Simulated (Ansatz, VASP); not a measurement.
# Ta: VASP beside Ansatz

```
CELL_PARAMETERS angstrom
-3.65210 3.65234 1.49896
3.65234 -3.65210 1.49896
1.91064 1.91064 -1.49853
ATOMIC_POSITIONS crystal
Ta 0.99996 0.00004 0.00000
Ta 0.75004 0.24996 0.50000
```

Alike in both runs: task single point; functional PBE; k mesh 14 × 14 × 14; occupations fermi-dirac, width 0.1 eV; no spin polarisation.

|  | VASP | Ansatz |
| --- | --- | --- |
| version | VASP 6.6.1 | Ansatz 0.2.0 |
| potentials or method | VASP PAW PBE potentials, release 64 (Ta_pv), cutoff 520 eV | plane waves (420 eV) with PAW, scalar-relativistic |
| valence electrons in the cell | 22 | 26 |

VASP gave:

| Property | Result |
| --- | --- |
| pressure (GPa) | -17.3 |
| traceless stress, the component that is largest in VASP (GPa) | 0.82 |

Q: Estimate Ansatz's values.

A: Pressure (GPa): -17.2; traceless stress, the component that is largest in VASP (GPa): 0.82.

VASP's potentials hold 22 valence electrons a cell and Ansatz's 26, so a difference there can come from the potentials and not from the codes.

Neither program's run includes spin-orbit coupling.
